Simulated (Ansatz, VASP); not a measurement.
# One calculation of Zn, two programs

INCAR

```
SYSTEM = Zn
  ALGO = Normal
  DIPOL = 0.5 0.5 0.500
  EDIFF = 1E-6
  ENCUT = 520
  GGA = PS
  IDIPOL = 3
  ISIF = 2
  ISMEAR = -1
  LASPH = .True.
  LCHARG = .False.
  LDIPOL = .True.
  LREAL = .False.
  LWAVE = .False.
  NBANDS = 19
  NELM = 60
  PREC = Accurate
  SIGMA = 0.05
```

KPOINTS

```
k-points
0
Gamma
  16 8 1
  0 0 0
```

The input POSCAR:

```
Zn
1.0
    2.5897394499      0.0000000000      0.0000000000
    0.0000000000      4.9158390205      0.0000000000
    0.0000000000      0.0000000000     16.7476000000
Zn
2
Direct
    0.7500000000      0.7500000000      0.4776805817
    0.2500000000      0.2500000000      0.5223194183
```

Input for Ansatz:

```yaml
crystal:
  lattice:
    - [2.5897394499, 0.0, 0.0]
    - [0.0, 4.9158390205, 0.0]
    - [0.0, 0.0, 16.7476]
  atoms:
    - { symbol: Zn, position: [0.75, 0.75, 0.4776805817] }
    - { symbol: Zn, position: [0.25, 0.25, 0.5223194183] }
kpoints:
  mp_grid: { grid: [16, 8, 1] }
scf:
  occupations: { method: fermi_dirac, width: 0.05 }
hamiltonian:
  xc: pbesol
  pseudopotentials: { kind: paw }
output:
  forces: true
  stress: true
  eigenvalues: true
  populations: true
efield:
  axis: 3
  amplitude: 0
  dipole_correction: true
```

Alike in both runs: task single point; functional PBEsol; k mesh 16 × 8 × 1; occupations fermi-dirac, width 0.05 eV; no spin polarisation.

```csv
,VASP,Ansatz
version,VASP 6.6.1,Ansatz 0.2.0
potentials or method,"VASP PAW PBE potentials, release 64 (Zn)","PAW with Ansatz's default frozen-core files, scalar-relativistic"
plane-wave cutoff (eV),520,420
valence electrons in the cell,24,24
```

|  | VASP | Ansatz | Ansatz less VASP |
| --- | --- | --- | --- |
| rms of the force components (eV/Å) | 0.235 | 0.238 | +0.0030 |

VASP's potentials were made for PBE, not for PBEsol. Atom by atom the forces differ by 0.003 eV/Å (rms over components). With one functional, cell and mesh, what is left measures potentials, basis and numerics.
